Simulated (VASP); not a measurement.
Hf2S: single point with PBEsol

Crystal: Hf2S.

```
Hf S
1.0
     3.38549    0.00000    0.00000
    -1.69274    2.93192    0.00000
     0.00000    0.00000   11.73927
Hf S
4 2
Direct
  0.66667 0.33333 0.89847
  0.33333 0.66667 0.39847
  0.66667 0.33333 0.60153
  0.33333 0.66667 0.10153
  0.00000 0.00000 0.75000
  0.00000 0.00000 0.25000
```

```yaml
Program: VASP 6.6.1
Task: single point
Functional: PBEsol
Potentials_or_basis: VASP PAW PBE potentials, release 64 (Hf_pv, S)
Cutoff: 520 eV
k_mesh: 12 × 12 × 4
Occupations: gaussian, width 0.1 eV
Spin: no spin polarisation
```

```json
{"Pressure": "-4.4 GPa", "Largest force": "0.009 eV/Å", "Band gap on the k mesh": "zero (bands 26 and 27 overlap by 1.01 eV)"}
```

Forces on the atoms (eV/Å):
```
Hf   0.000  0.000 -0.009
Hf   0.000  0.000 -0.009
Hf   0.000  0.000  0.009
Hf   0.000  0.000  0.009
S    0.000  0.000  0.000
S    0.000  0.000  0.000
```

Levels at points of the mesh, in eV from the Fermi level:
| k point | band 23 | band 24 | band 25 | band 26 | band 27 | band 28 | band 29 | band 30 |
| --- | --- | --- | --- | --- | --- | --- | --- | --- |
| (0.00, 0.00, 0.00) | -1.57 | -0.15 | -0.02 | 0.45 | 0.45 | 0.54 | 0.54 | 0.80 |
| (0.50, 0.00, 0.00) | -1.78 | -1.30 | -1.21 | -0.74 | -0.56 | 0.87 | 0.98 | 2.52 |
| (0.00, 0.00, 0.50) | -1.17 | -1.17 | 0.38 | 0.38 | 0.38 | 0.38 | 1.38 | 1.38 |
| (0.50, 0.00, 0.50) | -1.73 | -1.73 | -1.02 | -1.02 | 0.29 | 0.29 | 1.41 | 1.41 |

It took 6 min on 1 thread of Intel Xeon 8259CL, with other jobs on the host, peak memory 0.36 GiB.

Caveat: the cell stands under tension; the PAW data sets were made with another functional, which shifts forces and pressure a little; spin-orbit coupling is left out, which moves the levels of the heavy elements.
